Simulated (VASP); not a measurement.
# B48N47 (a cell with a defect) in VASP: further runs, part 2 of 4

VASP 6.6.1. Earlier steps stand in the parts before.

## 3. Single point, PBEsol

File INCAR:

```
SYSTEM = B48N47
PREC = Accurate
ENCUT = 520
EDIFF = 1E-6
ISMEAR = -1
SIGMA = 0.05
LREAL = Auto
LASPH = .True.
NELM = 120
ALGO = Normal
ISIF = 2
LWAVE = .False.
LCHARG = .True.
GGA = PS
LELF = .True.
LVHAR = .True.
NELECT = 376.0
ISYM = -1
NBANDS = 242
GGA_COMPAT = .False.
```

File KPOINTS:

```
explicit points
1
Reciprocal
  0.25000000   0.25000000   0.25000000 1
```

File POSCAR:

```
B48N47
1.0
    7.6229900000      0.0000000000      0.0000000000
    0.0000000000      8.8022710000      0.0000000000
    0.0000000000      0.0000000000      8.4065820000
B N
48 47
Direct
    0.0001070000      0.1665300000      0.0014990000
    0.0001500000      0.1676550000      0.5024670000
    0.3332750000      0.1657310000      0.0009750000
    0.3328830000      0.1613950000      0.5031810000
    0.1661790000      0.4161060000      0.0005990000
    0.1660270000      0.4159970000      0.5033320000
    0.0001030000      0.6676380000      0.0002100000
    0.0000720000      0.6697730000      0.5030700000
    0.6669470000      0.1657040000      0.0009750000
    0.6674710000      0.1613630000      0.5030720000
    0.5001460000      0.4142910000      0.9928650000
    0.5002270000      0.3777390000      0.5130650000
    0.3314340000      0.6678300000      0.9927360000
    0.2951740000      0.6864240000      0.5131910000
    0.1660650000      0.9174100000      0.0007670000
    0.1629040000      0.9203730000      0.5030960000
    0.8340200000      0.4161200000      0.0006000000
    0.8340900000      0.4158650000      0.5033540000
    0.6688340000      0.6678790000      0.9927750000
    0.7045210000      0.6860660000      0.5130970000
    0.5000930000      0.9172360000      0.0004580000
    0.5000030000      0.9163410000      0.5032790000
    0.8341260000      0.9174030000      0.0007730000
    0.8372990000      0.9202960000      0.5031000000
    0.1666560000      0.0837000000      0.2500810000
    0.1657020000      0.0838070000      0.7525380000
    0.0000470000      0.3326160000      0.2508450000
    0.0000500000      0.3321090000      0.7521180000
    0.5000420000      0.0837190000      0.2503090000
    0.5000530000      0.0838320000      0.7525070000
    0.3324360000      0.3331860000      0.2485660000
    0.3298810000      0.3314510000      0.7519940000
    0.1661160000      0.5823860000      0.2480380000
    0.1642920000      0.5809530000      0.7520080000
    0.0000070000      0.8338940000      0.2495040000
    0.0000070000      0.8340560000      0.7527050000
    0.8334310000      0.0836410000      0.2500830000
    0.8343360000      0.0837720000      0.7525290000
    0.6677330000      0.3330510000      0.2486340000
    0.6702170000      0.3314120000      0.7519880000
    0.5000870000      0.5831840000      0.2021280000
    0.5000700000      0.5830100000      0.7423340000
    0.3337470000      0.8343030000      0.2483730000
    0.3335450000      0.8370950000      0.7520900000
    0.8339680000      0.5824110000      0.2480240000
    0.8357270000      0.5809570000      0.7519940000
    0.6662880000      0.8342660000      0.2482960000
    0.6665260000      0.8370720000      0.7520840000
    0.0000980000      0.1666050000      0.1886920000
    0.0000940000      0.1668630000      0.6886320000
    0.3337120000      0.1671910000      0.1883350000
    0.3329450000      0.1659630000      0.6884690000
    0.1668260000      0.4167330000      0.1884440000
    0.1664810000      0.4163020000      0.6883110000
    0.0001010000      0.6665340000      0.1878060000
    0.0000600000      0.6664500000      0.6880410000
    0.6664960000      0.1671550000      0.1883300000
    0.6672830000      0.1659180000      0.6884820000
    0.5001390000      0.4173320000      0.1870060000
    0.5001910000      0.4139130000      0.6845750000
    0.3340010000      0.6662750000      0.1871470000
    0.3310420000      0.6678690000      0.6842980000
    0.1671680000      0.9163320000      0.1881680000
    0.1662310000      0.9173440000      0.6883830000
    0.8333800000      0.4167190000      0.1884720000
    0.8337580000      0.4162920000      0.6883010000
    0.6662310000      0.6663720000      0.1868240000
    0.6691460000      0.6677740000      0.6844190000
    0.5000860000      0.9166180000      0.1882270000
    0.5000650000      0.9170320000      0.6883350000
    0.8329920000      0.9163300000      0.1881330000
    0.8339060000      0.9173090000      0.6883800000
    0.1668650000      0.0838650000      0.4381190000
    0.1665760000      0.0833870000      0.9385940000
    0.0000660000      0.3343210000      0.4386680000
    0.0000510000      0.3334060000      0.9384270000
    0.5000250000      0.0815380000      0.4386960000
    0.5000280000      0.0831270000      0.9383990000
    0.3347500000      0.3361290000      0.4369010000
    0.3329760000      0.3329380000      0.9372160000
    0.1688050000      0.5834120000      0.4369140000
    0.1663320000      0.5831860000      0.9370940000
    0.9999570000      0.8342700000      0.4385650000
    0.0000340000      0.8334590000      0.9382360000
    0.8332610000      0.0836870000      0.4381010000
    0.8335070000      0.0833760000      0.9385960000
    0.6655450000      0.3354840000      0.4369640000
    0.6671390000      0.3329200000      0.9372290000
    0.5000580000      0.5832850000      0.9305420000
    0.3352840000      0.8310180000      0.4369290000
    0.3332470000      0.8337290000      0.9371310000
    0.8309150000      0.5833650000      0.4369470000
    0.8337460000      0.5831850000      0.9370500000
    0.6645660000      0.8308530000      0.4368980000
    0.6668080000      0.8337780000      0.9370790000
```

Potentials or basis: VASP PAW PBE potentials, release 64 (B, N).

Launch:

```sh
cat potpaw_PBE.64/B/POTCAR potpaw_PBE.64/N/POTCAR > POTCAR
mpirun -np 1 vasp_std > vasp.out
```

Run time: 11 min. Hardware: 1 thread of Intel Xeon Platinum 8375C at 2.90GHz (Ice Lake), shared host; peak memory 0.61 GiB.

Results (log left out):

| Property | Result |
| --- | --- |
| Free energy | -889.7307 eV |
| Largest force | 0.020 eV/Å |

Forces in eV/Å, atoms in the order of the input:
```
B    0.000  0.002  0.003
B    0.000  0.003 -0.003
B    0.001  0.002  0.003
B    0.000  0.015 -0.006
B    0.001 -0.002  0.004
B    0.003  0.000 -0.007
B    0.001 -0.002  0.004
B   -0.002 -0.008 -0.007
B   -0.001  0.002  0.003
B    0.000  0.013 -0.005
B    0.000  0.003  0.011
B   -0.002  0.010 -0.004
B    0.003 -0.004  0.011
B    0.012 -0.006 -0.007
B    0.001 -0.002  0.004
B    0.008 -0.003 -0.005
B    0.000 -0.002  0.005
B   -0.003  0.001 -0.007
B   -0.002 -0.004  0.010
B   -0.013 -0.003 -0.005
B    0.000 -0.002  0.005
B    0.000 -0.005 -0.007
B    0.000 -0.002  0.004
B   -0.010 -0.004 -0.005
B    0.001  0.002  0.003
B    0.000  0.001  0.002
B    0.000  0.003  0.004
B    0.000  0.002  0.002
B   -0.001  0.001  0.004
B    0.000  0.002  0.001
B    0.005  0.000  0.009
B    0.006  0.004  0.002
B    0.001  0.006  0.010
B    0.003  0.004  0.003
B   -0.001 -0.002  0.004
B   -0.001 -0.003  0.002
B   -0.001  0.002  0.003
B   -0.001  0.001  0.002
B   -0.006  0.002  0.009
B   -0.006  0.004  0.002
B    0.001  0.001  0.016
B   -0.001 -0.001  0.001
B   -0.001 -0.006  0.009
B    0.001 -0.007  0.001
B   -0.003  0.007  0.010
B   -0.005  0.005  0.003
B    0.002 -0.006  0.010
B   -0.001 -0.007  0.000
N    0.001  0.000 -0.003
N    0.000 -0.001 -0.004
N    0.000 -0.002 -0.003
N    0.000 -0.002 -0.001
N   -0.002 -0.003 -0.005
N   -0.001 -0.001  0.000
N    0.001  0.002 -0.003
N    0.001  0.003  0.000
N    0.001 -0.001 -0.003
N    0.000 -0.002 -0.002
N    0.000 -0.016 -0.002
N    0.000  0.006  0.014
N   -0.013  0.009 -0.001
N    0.005 -0.002  0.013
N   -0.001  0.001 -0.002
N    0.000  0.001 -0.001
N    0.003 -0.003 -0.004
N    0.002 -0.002 -0.001
N    0.014  0.009 -0.002
N   -0.004 -0.002  0.013
N    0.000  0.002 -0.005
N    0.000  0.002 -0.002
N    0.002  0.001 -0.002
N    0.001  0.002 -0.001
N   -0.003  0.002 -0.007
N   -0.001  0.001 -0.003
N    0.000 -0.001 -0.004
N    0.000 -0.002 -0.003
N    0.000  0.002 -0.008
N    0.000  0.000 -0.003
N   -0.013 -0.008 -0.010
N   -0.003 -0.002  0.001
N   -0.004 -0.011 -0.012
N   -0.002 -0.003  0.002
N    0.000 -0.001 -0.008
N   -0.001 -0.001 -0.001
N    0.003  0.002 -0.006
N    0.000  0.001 -0.002
N    0.013 -0.006 -0.010
N    0.003 -0.002  0.001
N    0.000  0.000  0.000
N    0.001  0.011 -0.010
N    0.000  0.003  0.001
N    0.007 -0.013 -0.013
N    0.002 -0.003  0.001
N    0.001  0.012 -0.010
N    0.000  0.003  0.001
```

Levels at points of the mesh, in eV from the Fermi level:
| k point | band 186 | band 187 | band 188 | band 189 | band 190 | band 191 |
| --- | --- | --- | --- | --- | --- | --- |
| (0.25, 0.25, 0.25) | -1.60 | -1.24 | -0.92 | 0.92 | 3.26 | 3.52 |

Caveat: the cell carries a net charge on a neutralising background, which shifts energy and pressure; the cell is charged against a uniform background, so pressure and absolute levels hang on convention; the PAW data sets were made with another functional, which shifts forces and pressure a little.

(Continued in part 3 of 4.)
